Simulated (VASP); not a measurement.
**Mo: single point with r2SCAN**

The system is Mo.

```
Mo
1.0
    -1.57100    1.59457    1.57100
     1.57100   -1.59457    1.57100
     1.57100    1.59457   -1.57100
Mo
1
Direct
  0.00000 0.00000 0.00000
```

This cell differs from its parent crystal: strain +0.0150 x Voigt [0, 1, 0, 0, 0, 0].

```
Program             : VASP 6.6.1
Task                : single point
Functional          : r2SCAN
Potentials or basis : VASP PAW PBE potentials, release 64 (Mo_sv)
Cutoff              : 520 eV
k mesh              : 22 × 22 × 22
Occupations         : gaussian, width 0.15 eV
Spin                : no spin polarisation
```

```
Pressure               : -0.6 GPa
Band gap on the k mesh : zero (band 7 reaches 16.50 eV, above the bottom of band 8 at 11.13 eV)
```

Stress tensor (GPa, compression positive):
```
 1.01  0.00  0.00
 0.00 -3.73  0.00
 0.00  0.00  1.01
```

Levels at points of the mesh, in eV from the Fermi level:
```tsv
k point	band 4	band 5	band 6	band 7	band 8	band 9	band 10	band 11
(0.00, 0.00, 0.00)	-35.70	-7.63	-1.46	-1.46	-1.28	1.79	2.02	15.29
(0.50, 0.00, 0.00)	-35.71	-5.54	-3.48	1.52	1.79	2.56	4.87	12.09
(0.00, 0.50, 0.00)	-35.73	-5.56	-3.67	1.64	2.03	2.65	4.91	12.24
(0.50, 0.50, 0.50)	-36.70	-5.60	-5.56	4.08	4.12	4.12	9.15	9.56
```

It took 5.2 min on 1 thread of Intel(R) Xeon(R) Platinum 8488C (Sapphire Rapids), with other jobs on the host, peak memory 0.26 GiB.

Caveat: the cell differs from its parent crystal (strain +0.0150 x Voigt [0, 1, 0, 0, 0, 0]); the PAW data sets were made with another functional, which shifts forces and pressure a little.
